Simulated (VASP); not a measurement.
Input of a VASP 6.6.1 run:

File INCAR:

```
PREC = Accurate
ENCUT = 520
EDIFF = 1E-6
ISMEAR = 0
SIGMA = 0.05
LREAL = False
LASPH = True
NELM = 80
ALGO = Normal
ISIF = 2
LWAVE = False
LCHARG = False
GGA = PE
NBANDS = 12
```

KPOINTS

```
regular mesh
0
Gamma
  22 22 22
```

Contents of POSCAR:

```
Cu
1.0
    0.0000000000      1.8075000000      1.8075000000
    1.8075000000      0.0000000000      1.8075000000
    1.8075000000      1.8075000000      0.0000000000
Cu
1
Direct
    0.0000000000      0.0000000000      0.0000000000
```

Potentials or basis: VASP PAW PBE potentials, release 64 (Cu).

Launch:

```console
$ cat potpaw_PBE.64/Cu/POTCAR > POTCAR
$ mpirun -np 1 vasp_std > vasp.out
```

(1) Estimate the pressure.

Results:

(1) 2.3 GPa.
